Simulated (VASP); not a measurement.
# Os (P6_3/mmc) in VASP: notebook

Os is run at these levels: BLYP; tasks: single point.

All numbers are computed with VASP 6.6.1; they aren't measurements. Logs are shortened: lines on timing, memory, paths and dates and some standing lists are left out, and cuts for length are marked.

## 1. The cell of the first run

Symmetry: P6_3/mmc, No. 194, hexagonal system. The conventional cell has a = 2.798 Å, b = 2.798 Å, c = 4.398 Å, α = 90.00°, β = 90.00°, γ = 120.00°. Os (site symmetry -6m2) has 12 Os at 2.73 to 2.80 Å within 3.6 Å.

## 2. Single point, BLYP (14.91 Å³/atom)

The input, INCAR:

```
  AGGAC = 1.0
  AGGAX = 1.0
  ALDAC = 0.0
  ALDAX = 1.0
  ALGO = Normal
  EDIFF = 1E-6
  ENCUT = 520
  GGA = B5
  ISIF = 2
  ISMEAR = -1
  LASPH = T
  LCHARG = F
  LREAL = F
  LWAVE = F
  NBANDS = 15
  NELM = 80
  PREC = Accurate
  SIGMA = 0.1
```

The input, KPOINTS:

```
k-points
0
Gamma
  21 21 12
```

The input, POSCAR:

```
Os
1.0
    2.7979514778      0.0000000000      0.0000000000
   -1.3989757389      2.4230970584      0.0000000000
    0.0000000000      0.0000000000      4.3983000374
Os
2
Direct
    0.3333333333      0.6666666667      0.2500000000
    0.6666666667      0.3333333333      0.7500000000
```

Potentials or basis: VASP PAW PBE potentials, release 64 (Os).

Run with:

```bash
$ cat potpaw_PBE.64/Os/POTCAR > POTCAR
$ mpirun -np 1 vasp_std > vasp.out
```

OUTCAR:

```text
EDIFF = 1E-6
   ENCUT = 520
   GGA = B5
   ISIF = 2
   ISMEAR = -1
   LASPH = T
   LREAL = F
   NELM = 80
   PREC = Accurate

 ion  position               nearest neighbor table
   1  0.333  0.667  0.250-   2 2.73   2 2.73   2 2.73   2 2.73   2 2.73   2 2.73
   2  0.667  0.333  0.750-   1 2.73   1 2.73   1 2.73   1 2.73   1 2.73   1 2.73

  LATTYP: Found a hexagonal cell.
 ALAT       =     2.7979514778
 C/A-ratio  =     1.5719715200

  Lattice vectors:

 A1 = (   2.7979514778,   0.0000000000,   0.0000000000)
 A2 = (  -1.3989757389,   2.4230970584,   0.0000000000)
 A3 = (   0.0000000000,   0.0000000000,   4.3983000374)

Analysis of symmetry for initial positions (statically):
=====================================================================
 Subroutine PRICEL returns:
 Original cell was already a primitive cell.

 Routine SETGRP: Setting up the symmetry group for a
 hexagonal supercell.

 Subroutine GETGRP returns: Found 24 space group operations
 (whereof 12 operations were pure point group operations)
 out of a pool of 24 trial point group operations.

The static configuration has the point symmetry D_3d.
 The point group associated with its full space group is D_6h.

Analysis of symmetry for dynamics (positions and initial velocities):
=====================================================================
 Subroutine PRICEL returns:
 Original cell was already a primitive cell.

 Routine SETGRP: Setting up the symmetry group for a
 hexagonal supercell.

 Subroutine GETGRP returns: Found 24 space group operations
 (whereof 12 operations were pure point group operations)
 out of a pool of 24 trial point group operations.

The dynamic configuration has the point symmetry D_3d.
 The point group associated with its full space group is D_6h.

 Subroutine INISYM returns: Found 24 space group operations
 (whereof 12 operations are pure point group operations),
 and found     1 'primitive' translations

----------------------------------------------------------------------------------------

                                     Primitive cell

  volume of cell :      29.8192

  direct lattice vectors                    reciprocal lattice vectors
     2.797951478  0.000000000  0.000000000     0.357404340  0.206347492  0.000000000
    -1.398975739  2.423097058  0.000000000     0.000000000  0.412694983  0.000000000
     0.000000000  0.000000000  4.398300037     0.000000000  0.000000000  0.227360569

  length of vectors
     2.797951478  2.797951478  4.398300037     0.412694983  0.412694983  0.227360569

[... 85 lines left out ...]
   NFREE  =      0    steps in history (QN), initial steepest desc. (CG)
   ISIF   =      2    stress and relaxation
   ISYM   =      2    0-nonsym 1-usesym 2-fastsym
   POTIM  = 0.5000    time-step for ionic-motion
   TEBEG  =    0.0;   TEEND  =   0.0 temperature during run
   PSTRESS=    0.0 pullay stress
   NELECT =      16.0000    total number of electrons
   NUPDOWN=      -1.0000    fix difference up-down
   EMIN   =  10.00;   EMAX   =-10.00  energy-range for DOS
   EFERMI =   0.00;   METHOD = LEGACY
   ISMEAR =    -1;   SIGMA  =   0.10  broadening in eV -4-tet -1-fermi 0-gaus
   EFERMI_NEDOS =   21; number of points for ismear=-14 and -15
   IALGO  =     38    algorithm
   IMIX   =      4    mixing-type and parameters
     AMIX     =   0.40;   BMIX     =  1.00
     AMIX_MAG =   1.60;   BMIX_MAG =  1.00
  volume/ion in A,a.u.               =      14.91       100.61
  Fermi-wavevector in a.u.,A,eV,Ry     =   1.330300  2.513902 24.078199  1.769698
  Thomas-Fermi vector in A             =   2.459397
   LORBIT       =      0    0 simple, 1 ext, 2 COOP (PROOUT), +10 PAW based schemes
   GGA     = B5    functional components
   LHFCALC =     F    Hartree Fock is set to
   AEXX    =    0.0000 exact exchange contribution
   IVDW    =     0    specifies the selected vdW correction
   LEPSILON=     F    determine dielectric tensor
   LRPA    =     F    only Hartree local field effects (RPA)
 non-spin polarized calculation
  energy-cutoff  :      520.00
  volume of cell :       29.82
 maximum number of plane-waves:       819
 NGX is ok and might be reduce to    24
   NGX = 11   NGY = 11   NGZ = 17

 number of electron      15.9999998 magnetization

 Free energy of the ion-electron system (eV)
  ---------------------------------------------------
  ext. energy  EPLUGINS =         0.00000000
  ---------------------------------------------------
  free energy    TOTEN  =       -19.33431270 eV

  energy without entropy =      -19.28825219  energy(sigma->0) =      -19.31128245

 E-fermi :   9.1499     XC(G=0): -12.9844

 val. band max:        9.1480906538   @ k =   0.2857   0.0000   0.2500
 cond. band min:       9.1503894658   @ k =   0.1429   0.1429   0.0000
 fundamental gap:      0.0022988120
 Fermi energy:         9.1499051783

 k-point     1 :       0.0000    0.0000    0.0000
  band No.  band energies     occupation
      1      -1.0551      2.00000
      2       1.9951      2.00000
      3       6.3312      2.00000
      4       6.3312      2.00000
      5       6.6054      2.00000
      6       7.0899      2.00000
      7       7.0899      2.00000
      8       7.6261      2.00000
      9       7.6261      2.00000
     10       9.5294      0.04396
     11      10.6436      0.00000
     12      10.6436      0.00000
     13      17.5676      0.00000
     14      23.4952      0.00000
[... 401 lines left out ...]
      2       3.4118      2.00000
      3       4.8583      2.00000
      4       5.0587      2.00000
      5       6.3584      2.00000
      6       6.3901      2.00000
      7       7.5450      2.00000
      8       8.0997      1.99995
      9       8.4008      1.99888
     10       9.1537      0.98091
     11      11.1738      0.00000
     12      16.4455      0.00000
     13      17.1972      0.00000
     14      22.8856      0.00000
     15      24.2100      0.00000

 [... further k-points ...]
[... 5 lines left out ...]
  --------------------------------------------------------------------------------------
  -------------------------------------------------------------------------------------
  Total        0.4323881      0.4323881      0.6082874      0.0000000      0.0000000      0.0000000
  in kB       23.2321028     23.2321028     32.6831251      0.0000000      0.0000000      0.0000000
  external PRESSURE =      26.3824435 kB  Pullay stress =       0.0000000 kB

 VOLUME and BASIS-vectors are now :
 -----------------------------------------------------------------------------
  energy-cutoff  :      520.00
  volume of cell :       29.82
      direct lattice vectors                 reciprocal lattice vectors
     2.797951478  0.000000000  0.000000000     0.357404340  0.206347492  0.000000000
    -1.398975739  2.423097058  0.000000000     0.000000000  0.412694983  0.000000000
     0.000000000  0.000000000  4.398300037     0.000000000  0.000000000  0.227360569

 POSITION                                       TOTAL-FORCE (eV/Angst)
 -----------------------------------------------------------------------------------
     -0.00000      1.61540      1.09958        -0.000000      0.000000      0.000000
      1.39898      0.80770      3.29873         0.000000     -0.000000      0.000000
 -----------------------------------------------------------------------------------
    total drift:                               -0.000000      0.000000     -0.000000

  FREE ENERGIE OF THE ION-ELECTRON SYSTEM (eV)
  ---------------------------------------------------
  free  energy   TOTEN  =       -19.3343127016 eV

  energy  without entropy=      -19.2882521943  energy(sigma->0) =      -19.31128245
```

OSZICAR:

```text
N       E                     dE             d eps       ncg     rms          rms(c)
DAV:   1     0.103846358516E+03    0.10385E+03   -0.74056E+03 10080   0.102E+03
DAV:   2    -0.155981837418E+02   -0.11944E+03   -0.10425E+03 10283   0.323E+02
DAV:   3    -0.206016043799E+02   -0.50034E+01   -0.48178E+01 13657   0.574E+01
DAV:   4    -0.206422841496E+02   -0.40680E-01   -0.40589E-01 10899   0.543E+00
DAV:   5    -0.206425112183E+02   -0.22707E-03   -0.22706E-03 13693   0.382E-01    0.209E+01
DAV:   6    -0.195976629630E+02    0.10448E+01   -0.99075E-01 12663   0.875E+00    0.889E+00
DAV:   7    -0.193416670374E+02    0.25600E+00   -0.53877E-01 13006   0.625E+00    0.628E-01
DAV:   8    -0.193363827212E+02    0.52843E-02   -0.50651E-03 10346   0.513E-01    0.337E-01
DAV:   9    -0.193343072648E+02    0.20755E-02   -0.17360E-03 11795   0.385E-01    0.407E-02
DAV:  10    -0.193343306440E+02   -0.23379E-04   -0.35445E-05 13288   0.463E-02    0.105E-02
DAV:  11    -0.193343133303E+02    0.17314E-04   -0.36103E-06 11354   0.222E-02    0.252E-03
DAV:  12    -0.193343127016E+02    0.62872E-06   -0.73623E-08  6965   0.262E-03
   1 F= -.19334313E+02 E0= -.19311282E+02  d E =-.460605E-01
```

Run time: 58 s. Hardware: 1 thread of Intel Xeon 6975P-C (Granite Rapids), shared host; peak memory 0.25 GiB.

Results:

| Item | Value |
| --- | --- |
| Free energy | -19.3343 eV |
| Pressure | 2.6 GPa |
| Band gap on the k mesh | zero (bands 8 and 9 overlap by 3.51 eV) |

Stress tensor (GPa, compression positive):
```
2.32 0.00 0.00
0.00 2.32 0.00
0.00 0.00 3.27
```

Caveat: the PAW data sets were made with another functional, which shifts forces and pressure a little; spin-orbit coupling is left out, which moves the levels of the heavy elements.

## 3. Single point, BLYP (15.51 Å³/atom)

This run uses another cell than the first one, of 15.51 Å³/atom.

The input, INCAR:

```
SYSTEM = Os
PREC     = Accurate       ! precision mode
ENCUT    = 520            ! plane-wave cutoff, eV
EDIFF    = 1E-7           ! SCF threshold, eV
ISMEAR   = -1             ! smearing method
SIGMA    = 0.1            ! smearing width, eV
LREAL    = .FALSE.        ! projectors in reciprocal space
LASPH    = .TRUE.         ! aspherical terms in the spheres
NELM     = 80             ! most SCF steps
ALGO     = Normal         ! electronic algorithm
ISIF     = 2              ! what is computed and relaxed
LWAVE    = .FALSE.        ! write WAVECAR
LCHARG   = .FALSE.        ! write CHGCAR
GGA      = B5             ! functional
ALDAX    = 1.0          
AGGAX    = 1.0          
AGGAC    = 1.0          
ALDAC    = 0.0          
NBANDS   = 15             ! bands
```

The input, KPOINTS:

```
Automatic mesh
0
G
  21 21 12
  0 0 0
```

The input, POSCAR:

```
Os
1.0
    2.8347708512      0.0000000000      0.0000000000
   -1.4173854256      2.4549835711      0.0000000000
    0.0000000000      0.0000000000      4.4561790437
Os
2
Direct
    0.3333333333      0.6666666667      0.2500000000
    0.6666666667      0.3333333333      0.7500000000
```

Potentials or basis: VASP PAW PBE potentials, release 64 (Os).

Run with:

```bash
$ cat potpaw_PBE.64/Os/POTCAR > POTCAR
$ mpirun -np 1 vasp_std > vasp.out
```

It took 62 s on 1 thread of Intel Xeon 6975P-C (Granite Rapids), shared host; peak memory 0.26 GiB.

Results (log left out):

| Property | Result |
| --- | --- |
| Free energy | -19.3050 eV |
| Pressure | -10.2 GPa |
| Band gap on the k mesh | zero (bands 8 and 9 overlap by 3.30 eV) |

Stress tensor (GPa, compression positive):
```
-10.11   0.00   0.00
  0.00 -10.11   0.00
  0.00   0.00 -10.27
```

Levels at points of the mesh, in eV from the Fermi level:
```
           k point  band 5  band 6  band 7  band 8  band 9  band 10  band 11  band 12
(0.00, 0.00, 0.00)   -2.40   -1.94   -1.94   -1.44   -1.44     0.39     1.41     1.41
(0.00, 0.00, 0.50)   -2.85   -2.85   -2.85   -2.85    0.69     0.69     0.69     0.69
```

Caveat: the cell stands under tension; the PAW data sets were made with another functional, which shifts forces and pressure a little; spin-orbit coupling is left out, which moves the levels of the heavy elements.

## 4. Single point, BLYP (16.10 Å³/atom)

This run uses another cell than the first one, of 16.10 Å³/atom.

The input, INCAR:

```
SYSTEM = Os
AGGAC    = 1.0          
AGGAX    = 1.0          
ALDAC    = 0.0          
ALDAX    = 1.0          
ALGO     = Normal         ! electronic algorithm
EDIFF    = 1E-7           ! SCF threshold, eV
ENCUT    = 520            ! plane-wave cutoff, eV
GGA      = B5             ! functional
ISIF     = 2              ! what is computed and relaxed
ISMEAR   = -1             ! smearing method
LASPH    = .True.         ! aspherical terms in the spheres
LCHARG   = .True.         ! write CHGCAR
LELF     = .True.         ! ELF
LREAL    = .False.        ! projectors in reciprocal space
LVHAR    = .True.       
LWAVE    = .False.        ! write WAVECAR
NBANDS   = 15             ! bands
NELM     = 100            ! most SCF steps
PREC     = Accurate       ! precision mode
SIGMA    = 0.1            ! smearing width, eV
```

The input, KPOINTS:

```
k-points
0
Gamma
  21 21 12
  0 0 0
```

The input, POSCAR:

```
Os
1.0
    2.8706578362      0.0000000000      0.0000000000
   -1.4353289181      2.4860626118      0.0000000000
    0.0000000000      0.0000000000      4.5125923621
Os
2
Direct
    0.3333333333      0.6666666667      0.2500000000
    0.6666666667      0.3333333333      0.7500000000
```

Potentials or basis: VASP PAW PBE potentials, release 64 (Os).

Run with:

```bash
$ cat potpaw_PBE.64/Os/POTCAR > POTCAR
$ mpirun -np 1 vasp_std > vasp.out
```

OUTCAR:

```text
SYSTEM = Os
   EDIFF = 1E-7
   ENCUT = 520
   GGA = B5
   ISIF = 2
   ISMEAR = -1
   LASPH = .True.
   LREAL = .False.
   NELM = 100
   PREC = Accurate

 ion  position               nearest neighbor table
   1  0.333  0.667  0.250-   2 2.80   2 2.80   2 2.80   2 2.80   2 2.80   2 2.80
   2  0.667  0.333  0.750-   1 2.80   1 2.80   1 2.80   1 2.80   1 2.80   1 2.80

  LATTYP: Found a hexagonal cell.
 ALAT       =     2.8706578362
 C/A-ratio  =     1.5719715200

  Lattice vectors:

 A1 = (   2.8706578362,   0.0000000000,   0.0000000000)
[... 611 lines left out ...]
     10       8.0589      1.02855
     11       9.8377      0.00000
     12      14.7694      0.00000
     13      15.3355      0.00000
     14      20.8749      0.00000
     15      22.2488      0.00000

 [... further k-points ...]
[... 5 lines left out ...]
  --------------------------------------------------------------------------------------
  -------------------------------------------------------------------------------------
  Total       -3.9930297     -3.9930297     -4.2018513     -0.0000000      0.0000000      0.0000000
  in kB     -198.6522687   -198.6522687   -209.0410900     -0.0000000      0.0000000      0.0000000
  external PRESSURE =    -202.1152091 kB  Pullay stress =       0.0000000 kB

 VOLUME and BASIS-vectors are now :
 -----------------------------------------------------------------------------
  energy-cutoff  :      520.00
  volume of cell :       32.20
      direct lattice vectors                 reciprocal lattice vectors
     2.870657836  0.000000000  0.000000000     0.348352210  0.201121242  0.000000000
    -1.435328918  2.486062612  0.000000000     0.000000000  0.402242484  0.000000000
     0.000000000  0.000000000  4.512592362     0.000000000  0.000000000  0.221602112

 POSITION                                       TOTAL-FORCE (eV/Angst)
 -----------------------------------------------------------------------------------
     -0.00000      1.65738      1.12815         0.000000     -0.000000      0.000000
      1.43533      0.82869      3.38444        -0.000000      0.000000      0.000000
 -----------------------------------------------------------------------------------
    total drift:                               -0.000000      0.000000     -0.000000

  FREE ENERGIE OF THE ION-ELECTRON SYSTEM (eV)
  ---------------------------------------------------
  free  energy   TOTEN  =       -19.1910117740 eV

  energy  without entropy=      -19.1392396134  energy(sigma->0) =      -19.16512569
```

It took 71 s on 1 thread of Intel Xeon 6975P-C (Granite Rapids), shared host; peak memory 0.26 GiB.

What came out:

| Property | Result |
| --- | --- |
| Free energy | -19.1910 eV |
| Pressure | -20.2 GPa |
| Band gap on the k mesh | zero (bands 8 and 9 overlap by 3.10 eV) |

Stress tensor (GPa, compression positive):
```
-19.87   0.00   0.00
  0.00 -19.87   0.00
  0.00   0.00 -20.90
```

Caveat: the cell stands under tension; the PAW data sets were made with another functional, which shifts forces and pressure a little; spin-orbit coupling is left out, which moves the levels of the heavy elements.

## 5. The runs side by side

```csv
cell,gap on the mesh (eV),pressure (GPa)
"a = 2.798, b = 2.798, c = 4.398 Å, angles 90.0, 90.0, 120.0°, 2 atoms",none,2.6
"a = 2.835, b = 2.835, c = 4.456 Å, angles 90.0, 90.0, 120.0°, 2 atoms",none,-10.2
"a = 2.871, b = 2.871, c = 4.513 Å, angles 90.0, 90.0, 120.0°, 2 atoms",none,-20.2
```

Alike in all rows: task single point; level BLYP; potentials or basis VASP PAW PBE potentials, release 64 (Os); no spin polarisation; k mesh 21 × 21 × 12; cutoff (eV) 520; smearing fermi-dirac 0.1 eV.

Caveats: the PAW data sets were made with another functional, which shifts forces and pressure a little; spin-orbit coupling is left out, which moves the levels of the heavy elements; the cell stands under tension (at least some runs).

Total energies depend on the potentials used, so only differences within one code and one set of settings carry meaning.
